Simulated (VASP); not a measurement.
Set up this calculation in VASP 6.6.1, as the native input.

- Task: single point
- Functional: PBE
- Potentials or basis: VASP PAW PBE potentials, release 64 (Cd, Se)
- Cutoff: 500 eV
- k mesh: 4 × 4 × 4
- Occupations: gaussian, width 0.01 eV
- Spin: no spin polarisation
- Dipole correction: no
- Further INCAR settings: ALGO = Normal; EDIFF = 1e-06; NBANDS = 16

The structure of CdSe lies in POSCAR:

```
CdSe
1.0
    0.0000000000      2.9202404386      2.9202404386
    2.9202404386      0.0000000000      2.9202404386
    2.9202404386      2.9202404386      0.0000000000
Cd Se
1 1
Direct
    0.0000000000      0.0000000000      0.0000000000
    0.7500000000      0.7500000000      0.7500000000
```

This cell differs from its parent crystal: strain -4.8%.

One way to write it, as run:

INCAR

```
SYSTEM = CdSe
PREC = Accurate
ENCUT = 500
EDIFF = 1E-6
ISMEAR = 0
SIGMA = 0.01
LREAL = .FALSE.
LASPH = .TRUE.
NELM = 120
ALGO = Normal
ISIF = 2
LWAVE = .FALSE.
LCHARG = .TRUE.
GGA = PE
LELF = .TRUE.
LVHAR = .TRUE.
NBANDS = 16
GGA_COMPAT = .FALSE.
```

KPOINTS

```
Automatic mesh
0
G
  4 4 4
  0 0 0
```

Potentials or basis: VASP PAW PBE potentials, release 64 (Cd, Se).

Launch:

```console
$ cat potpaw_PBE.64/Cd/POTCAR potpaw_PBE.64/Se/POTCAR > POTCAR
$ mpirun -np 1 vasp_std > vasp.out
```

It gave:

```yaml
Pressure: 12.9 GPa
Band_gap_on_the_k_mesh: 0.85 eV, direct
```

Caveat: the k points lie up to 0.47 Å⁻¹ apart; the cell differs from its parent crystal (strain -4.8%).

It took 9.6 s on 1 thread of Intel(R) Xeon(R) Platinum 8488C (Sapphire Rapids), with other jobs on the host, peak memory 0.16 GiB.
